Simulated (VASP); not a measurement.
# W2Cl (Fd-3m) in VASP: a series of runs, part 2 of 2

VASP 6.6.1. The steps go on from the part before.

## Step 4: Relaxation of cell and atoms, PBE

This run uses another cell than the first one, of 18.73 Å³/atom.

File INCAR:

```
PREC = Accurate
ENCUT = 600
EDIFF = 1E-7
ISMEAR = 0
SIGMA = 0.1
LREAL = F
LASPH = T
NELM = 100
ALGO = Normal
ISIF = 3
LWAVE = F
LCHARG = F
GGA = PE
IBRION = 2
NSW = 100
EDIFFG = -0.01
```

File KPOINTS:

```
regular mesh
0
Gamma
  8 8 8
```

File POSCAR:

```
W2Cl
1.0
    0.0000000000      3.8299302464      3.8299302464
    3.8299302464      0.0000000000      3.8299302464
    3.8299302464      3.8299302464      0.0000000000
W Cl
4 2
Direct
    0.1250000000      0.1250000000      0.1250000000
    0.6250000000      0.1250000000      0.1250000000
    0.1250000000      0.1250000000      0.6250000000
    0.1250000000      0.6250000000      0.1250000000
    0.5000000000      0.5000000000      0.5000000000
    0.7500000000      0.7500000000      0.7500000000
```

Potentials or basis: VASP PAW PBE potentials, release 64 (W_sv, Cl).

Run with:

```bash
> cat potpaw_PBE.64/W_sv/POTCAR potpaw_PBE.64/Cl/POTCAR > POTCAR
> mpirun -np 1 vasp_std > vasp.out
```

OUTCAR:

```text
PREC = Accurate
   ENCUT = 600
   EDIFF = 1E-7
   ISMEAR = 0
   LREAL = F
   LASPH = T
   NELM = 100
   ISIF = 3
   GGA = PE
   IBRION = 2
   NSW = 100
   EDIFFG = -0.01

 ion  position               nearest neighbor table
   1  0.125  0.125  0.125-   2 2.71   3 2.71   4 2.71   3 2.71   4 2.71   2 2.71
   2  0.625  0.125  0.125-   1 2.71   3 2.71   4 2.71   1 2.71   3 2.71   4 2.71
   3  0.125  0.125  0.625-   1 2.71   1 2.71   2 2.71   4 2.71   4 2.71   2 2.71
   4  0.125  0.625  0.125-   1 2.71   3 2.71   1 2.71   2 2.71   3 2.71   2 2.71
   5  0.500  0.500  0.500-
   6  0.750  0.750  0.750-

  LATTYP: Found a face centered cubic cell.
 ALAT       =     7.6598604928

  Lattice vectors:

 A1 = (   0.0000000000,   3.8299302464,   3.8299302464)
 A2 = (   3.8299302464,   0.0000000000,   3.8299302464)
[... 267 lines left out ...]

 number of electron      69.9999995 magnetization

 Free energy of the ion-electron system (eV)
  ---------------------------------------------------
  ext. energy  EPLUGINS =         0.00000000
  ---------------------------------------------------
  free energy    TOTEN  =       -45.79765149 eV

  energy without entropy =      -45.75325603  energy(sigma->0) =      -45.77545376

 E-fermi :   8.0305     XC(G=0): -11.7613

 val. band max:        7.9729702651   @ k =  -0.3750   0.3750   0.0000
 cond. band min:       8.0370476678   @ k =  -0.3750   0.3750   0.1250
 fundamental gap:      0.0640774027
 Fermi energy:         8.0305284125

 k-point     1 :       0.0000    0.0000    0.0000
  band No.  band energies     occupation
      1     -66.0523      2.00000
      2     -65.9195      2.00000
      3     -65.9195      2.00000
      4     -65.9195      2.00000
      5     -31.0810      2.00000
      6     -30.5896      2.00000
[... 1069 lines left out ...]
     41       9.6404      0.00000
     42       9.9183      0.00000

 [... further k-points ...]
[... 5 lines left out ...]
  --------------------------------------------------------------------------------------
  -------------------------------------------------------------------------------------
  Total        0.0004493      0.0004493      0.0004493      0.0000000     -0.0000000      0.0000000
  in kB        0.0063770      0.0063770      0.0063770      0.0000000     -0.0000000      0.0000000
  external PRESSURE =       0.0063770 kB  Pullay stress =       0.0000000 kB
[... 21 lines left out ...]
  FREE ENERGIE OF THE ION-ELECTRON SYSTEM (eV)
  ---------------------------------------------------
  free  energy   TOTEN  =       -45.7976514932 eV

  energy  without entropy=      -45.7532560279  energy(sigma->0) =      -45.77545376

 reached required accuracy - stopping structural energy minimisation
```

OSZICAR:

```text
N       E                     dE             d eps       ncg     rms          rms(c)
DAV:   1     0.940253157317E+03    0.94025E+03   -0.43902E+04  2436   0.200E+03
DAV:   2     0.179158057381E+02   -0.92234E+03   -0.90485E+03  2644   0.587E+02
[... 30 lines left out ...]
DAV:   4    -0.457975980088E+02   -0.65946E-04   -0.43508E-04  3078   0.114E-01    0.189E-01
DAV:   5    -0.457976362530E+02   -0.38244E-04   -0.10797E-04  2630   0.621E-02    0.747E-02
DAV:   6    -0.457976524248E+02   -0.16172E-04   -0.41067E-05  2978   0.374E-02    0.934E-03
DAV:   7    -0.457976521588E+02    0.26608E-06   -0.22575E-06  3150   0.805E-03    0.396E-03
DAV:   8    -0.457976517099E+02    0.44890E-06   -0.70719E-08  1638   0.160E-03    0.166E-03
DAV:   9    -0.457976514810E+02    0.22886E-06   -0.35535E-08  1468   0.106E-03    0.356E-04
DAV:  10    -0.457976514932E+02   -0.12224E-07   -0.45644E-09  1404   0.431E-04
   3 F= -.45797651E+02 E0= -.45775454E+02  d E =-.103193E-02
```

Run time: 4.9 min. Hardware: 1 thread of Intel Xeon 6975P-C (Granite Rapids), shared host; peak memory 0.41 GiB.

What came out:

| Quantity | Value |
| --- | --- |
| Free energy | -45.7977 eV |
| Relaxed volume | 18.81 Å³/atom |
| Relaxed cell | a = 5.425 Å, b = 5.425 Å, c = 5.425 Å, α = 60.00°, β = 60.00°, γ = 60.00° |
| Space group after relaxing (to 0.1 Å) | Fd-3m (No. 227) |
| Energy gained by relaxing | 0.2 meV/atom |
| Ionic steps | 3 |
| Pressure after relaxing | 0.0 GPa |
| Band gap on the k mesh | zero (bands 35 and 36 overlap by 2.42 eV) |

Step by step:
```tsv
step	energy change (eV)	largest force (eV/Å)	pressure (GPa)	volume (Å³)
1	0.0000	0.0000	0.64	112.36
2	0.0008	0.0000	-0.83	113.57
3	-0.0010	0.0000	0.00	112.88
```

Final structure:
```cif
data_structure
_symmetry_space_group_name_H-M 'P 1'
_symmetry_Int_Tables_number 1
_cell_length_a 5.4247
_cell_length_b 5.4247
_cell_length_c 5.4247
_cell_angle_alpha 60.000
_cell_angle_beta 60.000
_cell_angle_gamma 60.000
_cell_volume 112.88
loop_
_atom_site_label
_atom_site_type_symbol
_atom_site_fract_x
_atom_site_fract_y
_atom_site_fract_z
_atom_site_occupancy
W1 W 0.12500 0.12500 0.12500 1
W2 W 0.62500 0.12500 0.12500 1
W3 W 0.12500 0.12500 0.62500 1
W4 W 0.12500 0.62500 0.12500 1
Cl1 Cl 0.50000 0.50000 0.50000 1
Cl2 Cl 0.75000 0.75000 0.75000 1
```

Caveat: spin-orbit coupling is left out, which moves the levels of the heavy elements.

## Step 5: Summary

| task | cell | k mesh | cutoff (eV) | gap on the mesh (eV) | pressure (GPa) | relaxed volume (Å³/atom) |
| --- | --- | --- | --- | --- | --- | --- |
| single point | a = 5.420 Å, angles 60.0°, 6 atoms | 8 × 8 × 8 | 520 | none | 0.3 | - |
| relaxation of cell and atoms | relaxed from a = 5.488 Å, angles 60.0°, 6 atoms | 4 × 4 × 4 | 600 | none | -0.1 | 18.79 |
| relaxation of cell and atoms | relaxed from a = 5.416 Å, angles 60.0°, 6 atoms | 8 × 8 × 8 | 600 | none | 0.0 | 18.81 |

Alike in all rows: level PBE; potentials or basis VASP PAW PBE potentials, release 64 (W_sv, Cl); no spin polarisation; smearing gaussian 0.1 eV.

Caveats: spin-orbit coupling is left out, which moves the levels of the heavy elements.

Absolute energies hang on the potentials; compare differences alone.

The gap in the log of VASP goes by the Fermi energy; the results here count the filled bands.